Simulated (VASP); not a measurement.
Here is a VASP 6.6.1 calculation.

Contents of INCAR:

```
PREC = Accurate
ENCUT = 500
EDIFF = 1E-6
ISMEAR = -1
SIGMA = 0.05
LREAL = False
LASPH = True
NELM = 120
ALGO = Normal
ISIF = 2
LWAVE = False
LCHARG = False
GGA = PE
IVDW = 13
NBANDS = 14
GGA_COMPAT = False
```

File KPOINTS:

```
regular mesh
0
Gamma
  8 8 8
```

File POSCAR:

```
NaCl
1.0
    3.4730112640      0.0000000000      0.0000000000
    0.0000000000      3.4730112640      0.0000000000
    0.0000000000      0.0000000000      3.4730112640
Cl Na
1 1
Direct
    0.5000000000      0.5000000000      0.5000000000
    0.0000000000      0.0000000000      0.0000000000
```

Potentials or basis: VASP PAW PBE potentials, release 64 (Cl, Na_pv).

Launch:

```console
$ cat potpaw_PBE.64/Cl/POTCAR potpaw_PBE.64/Na_pv/POTCAR > POTCAR
$ mpirun -np 1 vasp_std > vasp.out
```

(1) What does it give for the dispersion energy per atom?

(2) Predict the pressure.

Results:

(1) -0.104 eV.

(2) -0.1 GPa.
